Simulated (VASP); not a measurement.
# Al18In in VASP: a series of runs

The runs below take Al18In through single point, with PBE.

Program: VASP 6.6.1. These are calculated values, not measurements. Logs are shortened: lines on timing, memory, paths and dates and some standing lists are left out, and cuts for length are marked.

## 1. The cell of the first run

The cell holds a slab with vacuum, 19 atoms: a = 5.728 Å, b = 8.591 Å, c = 15.677 Å, α = 90.00°, β = 90.00°, γ = 60.00°.

## 2. Single point, PBE

Input file INCAR:

```
ALGO     = Normal         # electronic algorithm
EDIFF    = 1E-6           # SCF threshold, eV
ENCUT    = 520            # plane-wave cutoff, eV
GGA      = PE             # functional
ISIF     = 2              # what is computed and relaxed
ISMEAR   = -1             # smearing method
LASPH    = True           # aspherical terms in the spheres
LCHARG   = False          # write CHGCAR
LREAL    = Auto         
LWAVE    = False          # write WAVECAR
NBANDS   = 48             # bands
NELM     = 100            # most SCF steps
PREC     = Accurate       # precision mode
SIGMA    = 0.05           # smearing width, eV
```

Input file KPOINTS:

```
k-points
0
Gamma
  3 2 1
```

Input file POSCAR:

```
Al18In
1.0
    5.7275650000      0.0000000000      0.0000000000
    4.2956740000      7.4403250000      0.0000000000
    0.0000000000      0.0000000000     15.6765370000
Al In
18 1
Direct
    0.1666667000      0.1111111000      0.0637896000
    0.6666667000      0.1111111000      0.0637896000
    0.1666667000      0.4444444000      0.0637896000
    0.6666667000      0.4444444000      0.0637896000
    0.1666667000      0.7777778000      0.0637896000
    0.6666667000      0.7777778000      0.0637896000
   -0.1654100796      0.2222942267      0.2151514551
    0.3356634761      0.2216075735      0.2156889647
   -0.1638054281      0.5536613054      0.2153758300
    0.3336274171      0.5546205697      0.2139063984
   -0.1659288957      0.8884271001      0.2136327299
    0.3367352982      0.8876676990      0.2152561644
    0.0008437688      0.0098295645      0.3604532052
    0.5024737149      0.0005895802      0.3695691353
    0.0020840113      0.3319562839      0.3678815533
    0.4980991694      0.3347482311      0.3696113575
   -0.0007829486      0.6565119445      0.3612065239
    0.4973150633      0.6644096648      0.3703352761
    0.0011980265      0.8350942282      0.5145744563
```

Potentials or basis: VASP PAW PBE potentials, release 64 (Al, In_d).

Command:

```console
$ cat potpaw_PBE.64/Al/POTCAR potpaw_PBE.64/In_d/POTCAR > POTCAR
$ mpirun -np 1 vasp_std > vasp.out
```

OUTCAR:

```text
EDIFF = 1E-6
   ENCUT = 520
   GGA = PE
   ISIF = 2
   ISMEAR = -1
   LASPH = True
   LREAL = Auto
   NELM = 100
   PREC = Accurate

 ion  position               nearest neighbor table
   1  0.167  0.111  0.064-   3 2.86   5 2.86   6 2.86   4 2.86   2 2.86   2 2.86   7 2.89  12 2.90
                             8 2.90
   2  0.667  0.111  0.064-   4 2.86   6 2.86   5 2.86   3 2.86   1 2.86   1 2.86  11 2.87   8 2.89
                             7 2.90
   3  0.167  0.444  0.064-   1 2.86   2 2.86   4 2.86   4 2.86   6 2.86   5 2.86  10 2.87   9 2.89
                             8 2.90
   4  0.667  0.444  0.064-   2 2.86   1 2.86   3 2.86   3 2.86   5 2.86   6 2.86  10 2.88   7 2.89
                             9 2.90
   5  0.167  0.778  0.064-   1 2.86   2 2.86   6 2.86   6 2.86   4 2.86   3 2.86  11 2.87  10 2.88
                            12 2.90
   6  0.667  0.778  0.064-   2 2.86   1 2.86   5 2.86   5 2.86   3 2.86   4 2.86  11 2.87  12 2.88
                             9 2.90
   7  0.835  0.222  0.215-  13 2.77   9 2.85   8 2.86  10 2.86   8 2.87  11 2.87  12 2.88   1 2.89
                             4 2.89   2 2.90  15 2.91  16 2.94
   8  0.336  0.222  0.216-  10 2.86   9 2.86  11 2.86   7 2.86  12 2.87   7 2.87   2 2.89   3 2.90
                             1 2.90  15 2.90  14 2.92  16 2.92
   9  0.836  0.554  0.215-  17 2.78   7 2.85  10 2.85   8 2.86  12 2.87  11 2.87  10 2.87   3 2.89
[... 4 lines left out ...]
                            12 2.88  13 2.88  17 2.89  14 2.95
  12  0.337  0.888  0.215-  13 2.82  11 2.85   9 2.87   8 2.87  10 2.87   7 2.88  11 2.88   6 2.88
                             5 2.90   1 2.90  14 2.94  18 2.94
  13  0.001  0.010  0.360-   7 2.77  15 2.77  12 2.82  14 2.84  16 2.84  19 2.84  11 2.88  14 2.90
                            18 2.91  17 3.04
  14  0.502  0.001  0.370-  13 2.84  15 2.86  16 2.86  13 2.90  18 2.90  17 2.91   8 2.92  12 2.94
                            11 2.95  19 3.36
  15  0.002  0.332  0.368-  13 2.77  17 2.78  16 2.85  14 2.86  18 2.87  16 2.87   8 2.90   9 2.90
                             7 2.91
  16  0.498  0.335  0.370-  17 2.82  18 2.83  13 2.84  15 2.85  14 2.86  15 2.87   8 2.92  10 2.94
                             7 2.94
  17  0.999  0.657  0.361-   9 2.78  15 2.78  16 2.82  10 2.84  18 2.84  19 2.86  11 2.89  18 2.89
                            14 2.91  13 3.04
  18  0.497  0.664  0.370-  16 2.83  17 2.84  15 2.87  17 2.89  14 2.90  13 2.91  10 2.94  12 2.94
                             9 2.95  19 3.34
  19  0.001  0.835  0.515-  13 2.84  17 2.86  18 3.34  14 3.36

  LATTYP: Found a simple monoclinic cell.
 ALAT       =     5.7275650000
 B/A-ratio  =     2.7370334514
 C/A-ratio  =     1.3228756151
 COS(beta)  =    -0.1889822093

  Lattice vectors:

 A1 = (   5.7275650000,   0.0000000000,   0.0000000000)
 A2 = (   0.0000000000,   0.0000000000, -15.6765370000)
 A3 = (  -1.4318910000,   7.4403250000,   0.0000000000)

Analysis of symmetry for initial positions (statically):
=====================================================================
 Subroutine PRICEL returns:
 Original cell was already a primitive cell.

 Routine SETGRP: Setting up the symmetry group for a
 simple monoclinic supercell.

 Subroutine GETGRP returns: Found  1 space group operations
 (whereof  1 operations were pure point group operations)
 out of a pool of  4 trial point group operations.

The static configuration has the point symmetry C_1 .

Analysis of symmetry for dynamics (positions and initial velocities):
=====================================================================
 Subroutine PRICEL returns:
 Original cell was already a primitive cell.

 Routine SETGRP: Setting up the symmetry group for a
 simple monoclinic supercell.

 Subroutine GETGRP returns: Found  1 space group operations
 (whereof  1 operations were pure point group operations)
 out of a pool of  4 trial point group operations.

The dynamic configuration has the point symmetry C_1 .

 Subroutine INISYM returns: Found  1 space group operations
 (whereof  1 operations are pure point group operations),
 and found     1 'primitive' translations

----------------------------------------------------------------------------------------

                                     Primitive cell

  volume of cell :     668.0548

  direct lattice vectors                    reciprocal lattice vectors
     5.727565000  0.000000000  0.000000000     0.174594265 -0.100802054  0.000000000
     4.295674000  7.440325000  0.000000000     0.000000000  0.134402731  0.000000000
     0.000000000  0.000000000 15.676537000     0.000000000  0.000000000  0.063789598

  length of vectors
     5.727565000  8.591347462 15.676537000     0.201604096  0.134402731  0.063789598

  position of ions in fractional coordinates (direct lattice)
[... 56 lines left out ...]

  Length of vectors
     0.067201365  0.067201366  0.063789598

  Shift w.r.t. Gamma in fractional coordinates (k-lattice)
     0.000000000  0.000000000  0.000000000

 -----------------------------------------------------------------------------
|                                                                             |
|           W    W    AA    RRRRR   N    N  II  N    N   GGGG   !!!           |
|           W    W   A  A   R    R  NN   N  II  NN   N  G    G  !!!           |
|           W    W  A    A  R    R  N N  N  II  N N  N  G       !!!           |
|           W WW W  AAAAAA  RRRRR   N  N N  II  N  N N  G  GGG   !            |
|           WW  WW  A    A  R   R   N   NN  II  N   NN  G    G                |
|           W    W  A    A  R    R  N    N  II  N    N   GGGG   !!!           |
|                                                                             |
|     Your reciprocal lattice and k-lattice belong to different lattice       |
|     classes:                                                                |
|                                                                             |
|        The reciprocal lattice is simple monoclinic,                         |
|        whereas your k-lattice is hexagonal.                                 |
|                                                                             |
|     Results are often still useful ...                                      |
|                                                                             |
 -----------------------------------------------------------------------------

 Subroutine IBZKPT returns following result:
 ===========================================

 Found      4 irreducible k-points:

 Following reciprocal coordinates:
            Coordinates               Weight
  0.000000  0.000000  0.000000      1.000000
  0.333333  0.000000  0.000000      2.000000
  0.000000  0.500000  0.000000      1.000000
  0.333333  0.500000  0.000000      2.000000
   k-points           NKPTS =      4   k-points in BZ     NKDIM =      4   number of bands    NBANDS=     48
   number of dos      NEDOS =    301   number of ions     NIONS =     19
   total plane-waves  NPLWV = 368640
   dimension x,y,z NGX =    48 NGY =   64 NGZ =  120
   dimension x,y,z NGXF=    96 NGYF=  128 NGZF=  240
   ions per type =              18   1
   NGX,Y,Z   is equivalent  to a cutoff of  13.93, 12.38, 12.73 a.u.
   NGXF,Y,Z  is equivalent  to a cutoff of  27.86, 24.77, 25.45 a.u.
 SYSTEM =  unknown system
   PREC   = accura    normal or accurate (medium, high low for compatibility)
   ISTART =      0    job   : 0-new  1-cont  2-samecut
   ICHARG =      2    charge: 1-file 2-atom 10-const
   ISPIN  =      1    spin polarized calculation?
   LNONCOLLINEAR =      F non collinear calculations
   LSORBIT =      F    spin-orbit coupling
   LASPH  =      T    aspherical Exc in radial PAW
   ENCUT  =  520.0 eV  38.22 Ry    6.18 a.u.  10.65 15.97 29.15*2*pi/ulx,y,z
   NELM   =    100;   NELMIN=  2; NELMDL= -5     # of ELM steps
   EDIFF  = 0.1E-05   stopping-criterion for ELM
   LREAL  =      T    real-space projection
   EDIFFG = 0.1E-04   stopping-criterion for IOM
   NSW    =      0    number of steps for IOM
   IBRION =     -1    ionic relax: 0-MD 1-quasi-New 2-CG
   NFREE  =      0    steps in history (QN), initial steepest desc. (CG)
   ISIF   =      2    stress and relaxation
   ISYM   =      2    0-nonsym 1-usesym 2-fastsym
   POTIM  = 0.5000    time-step for ionic-motion
   TEBEG  =    0.0;   TEEND  =   0.0 temperature during run
   PSTRESS=    0.0 pullay stress
   NELECT =      67.0000    total number of electrons
   NUPDOWN=      -1.0000    fix difference up-down
   EMIN   =  10.00;   EMAX   =-10.00  energy-range for DOS
   EFERMI =   0.00;   METHOD = LEGACY
   ISMEAR =    -1;   SIGMA  =   0.05  broadening in eV -4-tet -1-fermi 0-gaus
   EFERMI_NEDOS =   21; number of points for ismear=-14 and -15
   IALGO  =     38    algorithm
   IMIX   =      4    mixing-type and parameters
     AMIX     =   0.40;   BMIX     =  1.00
     AMIX_MAG =   1.60;   BMIX_MAG =  1.00
  volume/ion in A,a.u.               =      35.16       237.28
  Fermi-wavevector in a.u.,A,eV,Ry     =   0.760611  1.437346  7.871359  0.578529
  Thomas-Fermi vector in A             =   1.859667
   LORBIT       =      0    0 simple, 1 ext, 2 COOP (PROOUT), +10 PAW based schemes
   GGA     = PE    functional components
   LHFCALC =     F    Hartree Fock is set to
   AEXX    =    0.0000 exact exchange contribution
   IVDW    =     0    specifies the selected vdW correction
   LEPSILON=     F    determine dielectric tensor
   LRPA    =     F    only Hartree local field effects (RPA)
 non-spin polarized calculation
  energy-cutoff  :      520.00
  volume of cell :      668.05
 maximum number of plane-waves:     17998
 NGX is ok and might be reduce to    42
   NGX = 21   NGY = 31   NGZ = 59

 number of electron      66.9999999 magnetization

 Free energy of the ion-electron system (eV)
  ---------------------------------------------------
  ext. energy  EPLUGINS =         0.00000000
  ---------------------------------------------------
  free energy    TOTEN  =       -66.17359312 eV

  energy without entropy =      -66.08537880  energy(sigma->0) =      -66.12948596

 E-fermi :   1.6818     XC(G=0):  -6.1759

 val. band max:        1.6297022756   @ k =   0.0000   0.0000   0.0000
 cond. band min:       1.7937339052   @ k =   0.0000   0.0000   0.0000
 fundamental gap:      0.1640316296
 Fermi energy:         1.6817568944

 k-point     1 :       0.0000    0.0000    0.0000
  band No.  band energies     occupation
      1     -12.6598      2.00000
      2     -12.6529      2.00000
      3     -12.6457      2.00000
      4     -12.6268      2.00000
      5     -12.6205      2.00000
      6      -8.5433      2.00000
[... 181 lines left out ...]
     44       4.1319      0.00000
     45       4.1603      0.00000
 [bands above 45 left out]

------------------------ aborting loop because EDIFF is reached ----------------------------------------

  FORCE on cell =-STRESS in cart. coord.  units (eV):
  Direction    XX          YY          ZZ          XY          YZ          ZX
  --------------------------------------------------------------------------------------
  -------------------------------------------------------------------------------------
  Total       -7.2150430     -6.2929206     -0.0859666      0.2059737     -0.0046006     -0.0525718
  in kB      -17.3036389    -15.0921380     -0.2061713      0.4939809     -0.0110334     -0.1260816
  external PRESSURE =     -10.8673161 kB  Pullay stress =       0.0000000 kB

 VOLUME and BASIS-vectors are now :
 -----------------------------------------------------------------------------
  energy-cutoff  :      520.00
  volume of cell :      668.05
      direct lattice vectors                 reciprocal lattice vectors
     5.727565000  0.000000000  0.000000000     0.174594265 -0.100802054  0.000000000
     4.295674000  7.440325000  0.000000000     0.000000000  0.134402731  0.000000000
     0.000000000  0.000000000 15.676537000     0.000000000  0.000000000  0.063789598

 POSITION                                       TOTAL-FORCE (eV/Angst)
 -----------------------------------------------------------------------------------
      1.43189      0.82670      1.00000        -0.008588     -0.036702     -0.021664
      4.29567      0.82670      1.00000         0.020584     -0.034074      0.025423
      2.86378      3.30681      1.00000         0.029815      0.017582     -0.001855
      5.72757      3.30681      1.00000        -0.030265      0.039723     -0.022471
      4.29567      5.78692      1.00000         0.007413      0.001233     -0.018153
      7.15946      5.78692      1.00000        -0.029743      0.015717      0.040079
[... 11 lines left out ...]
      5.70249      4.94342      5.80557        -0.060447      0.043006      0.020700
      3.59415      6.21337      8.06675        -0.023323      0.008149      0.013471
 -----------------------------------------------------------------------------------
    total drift:                                0.003271      0.003966     -0.006762

  FREE ENERGIE OF THE ION-ELECTRON SYSTEM (eV)
  ---------------------------------------------------
  free  energy   TOTEN  =       -66.1735931215 eV

  energy  without entropy=      -66.0853788035  energy(sigma->0) =      -66.12948596
```

It took 2.4 min on 1 thread of Intel Xeon 6975P-C (Granite Rapids), shared host; peak memory 0.71 GiB.

Results:

```yaml
Free_energy: -66.1736 eV
Largest_force: 0.077 eV/Å
Band_gap_on_the_k_mesh: zero (an odd number of electrons rules out a gap without spin polarisation)
```

Forces in eV/Å, atoms in the order of the input:
```
Al  -0.009 -0.037 -0.022
Al   0.021 -0.034  0.025
Al   0.030  0.018 -0.002
Al  -0.030  0.040 -0.022
Al   0.007  0.001 -0.018
Al  -0.030  0.016  0.040
Al  -0.015  0.032 -0.028
Al   0.028 -0.024  0.025
Al  -0.052 -0.003 -0.013
Al   0.041  0.008  0.005
Al  -0.007  0.012  0.015
Al   0.012 -0.030  0.004
Al   0.068  0.008  0.001
Al   0.054 -0.031  0.021
Al  -0.011  0.006 -0.029
Al   0.011 -0.021 -0.039
Al  -0.037 -0.010  0.003
Al  -0.060  0.043  0.021
In  -0.023  0.008  0.013
```

Caveat: the k points lie up to 0.42 Å⁻¹ apart, too coarse for converged energies and pressures of a metal; there is no dipole correction, which matters where the two faces differ; spin-orbit coupling is left out, which moves the levels of the heavy elements.

## 3. Single point, PBE

Input file INCAR:

```
SYSTEM = Al18In
  ALGO = Normal
  EDIFF = 1E-6
  ENCUT = 520
  GGA = PE
  ISIF = 2
  ISMEAR = -1
  LASPH = .TRUE.
  LCHARG = .TRUE.
  LELF = .TRUE.
  LREAL = Auto
  LVHAR = .TRUE.
  LWAVE = .FALSE.
  NBANDS = 48
  NELM = 100
  PREC = Accurate
  SIGMA = 0.05
```

Input file KPOINTS:

```
k-points
0
G
  3 2 1
  0 0 0
```

Input file POSCAR:

```
Al18In
1.0
    5.7275650000      0.0000000000      0.0000000000
    4.2956740000      7.4403250000      0.0000000000
    0.0000000000      0.0000000000     15.6765370000
Al In
18 1
Direct
    0.1666684695      0.1111107378      0.0637895984
    0.6666715249      0.1111107378      0.0637895984
    0.1666708227      0.4444429511      0.0637895984
    0.6666738781      0.4444429511      0.0637895984
    0.1666731759      0.7777751644      0.0637895984
    0.6666762313      0.7777751644      0.0637895984
   -0.1844854597      0.2294523425      0.2250752191
    0.3314102386      0.2188076462      0.2236590900
   -0.1834097183      0.5561853817      0.2217581600
    0.3281418229      0.5590616001      0.2172290985
   -0.1782022706      0.8843699704      0.2138992815
    0.3131884153      0.8846790967      0.2239844170
    0.0099850936      0.0199991264      0.3711789153
    0.5319312047     -0.0064647714      0.3720081801
   -0.0267780610      0.3557237083      0.3805687442
    0.4823085415      0.3340445478      0.3755293660
    0.0023035514      0.6541246518      0.3546063777
    0.4901165354      0.6759650956      0.3870689043
   -0.0261507362      0.8370467688      0.5105081562
```

Potentials or basis: VASP PAW PBE potentials, release 64 (Al, In_d).

Command:

```console
$ cat potpaw_PBE.64/Al/POTCAR potpaw_PBE.64/In_d/POTCAR > POTCAR
$ mpirun -np 1 vasp_std > vasp.out
```

Wall time 3.1 min (1 thread of Intel Xeon 6975P-C (Granite Rapids), shared host); peak memory 0.7 GiB.

The run converged. Its results:

```yaml
Free_energy: -65.8615 eV
Largest_force: 0.672 eV/Å
Band_gap_on_the_k_mesh: zero (an odd number of electrons rules out a gap without spin polarisation)
```

Forces in eV/Å, atoms in the order of the input:
```
Al  -0.018 -0.049  0.362
Al   0.025  0.007  0.323
Al   0.005  0.036  0.329
Al  -0.026  0.014  0.286
Al  -0.003 -0.002  0.203
Al  -0.125  0.009  0.237
Al   0.189 -0.202 -0.358
Al  -0.185  0.041 -0.320
Al   0.045 -0.162 -0.472
Al  -0.123 -0.259 -0.397
Al   0.011  0.240 -0.211
Al   0.305  0.263 -0.339
Al   0.219  0.232 -0.231
Al  -0.209  0.164  0.054
Al  -0.110 -0.524 -0.189
Al   0.177  0.100  0.049
Al   0.143  0.284  0.592
Al  -0.193 -0.023 -0.247
In  -0.127 -0.168  0.330
```

Levels at points of the mesh, in eV from the Fermi level:
```tsv
k point	band 31	band 32	band 33	band 34	band 35	band 36
(0.00, 0.00, 0.00)	-0.54	-0.38	-0.24	-0.04	0.13	0.26
(0.00, 0.50, 0.00)	-0.71	-0.54	-0.33	-0.29	-0.17	-0.07
```

Caveat: the k points lie up to 0.42 Å⁻¹ apart, too coarse for converged energies and pressures of a metal; there is no dipole correction, which matters where the two faces differ; spin-orbit coupling is left out, which moves the levels of the heavy elements.

[end of part 1 of 2]

The gap in the log of VASP goes by the Fermi energy; the results here count the filled bands.